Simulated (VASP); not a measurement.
A run of VASP 6.6.1 is set up as follows.

Contents of INCAR:

```
  PREC = Accurate
  ENCUT = 500
  EDIFF = 1E-6
  ISMEAR = 0
  SIGMA = 0.05
  LREAL = F
  LASPH = T
  NELM = 120
  ALGO = Normal
  ISIF = 2
  LWAVE = F
  LCHARG = F
  GGA = PS
  NBANDS = 22
  GGA_COMPAT = F
```

File KPOINTS:

```
Automatic mesh
0
Gamma
  12 12 12
```

File POSCAR:

```
Sb
1.0
    2.1486840460      1.2405433124      3.7483743338
   -2.1486840460      1.2405433124      3.7483743338
    0.0000000000     -2.4810866248      3.7483743338
Sb
2
Direct
    0.2351015035      0.2351015035      0.2351015035
    0.7648984965      0.7648984965      0.7648984965
```

Potentials or basis: VASP PAW PBE potentials, release 64 (Sb_d_GW).

Run with:

```bash
$ cat potpaw_PBE.64/Sb_d_GW/POTCAR > POTCAR
$ mpirun -np 1 vasp_std > vasp.out
```

What does it give for the band gap on the k mesh?

Zero (band 15 reaches 5.35 eV, above the bottom of band 16 at 5.07 eV).

What does it give for the largest force?

0.007 eV/Å.

Estimate the pressure.

-0.1 GPa.

Stress tensor (GPa, compression positive):
```
 0.21  0.00  0.00
 0.00  0.21  0.00
 0.00  0.00 -0.63
```

Caveat: the PAW data sets were made with another functional, which shifts forces and pressure a little; spin-orbit coupling is left out, which moves the levels of the heavy elements.
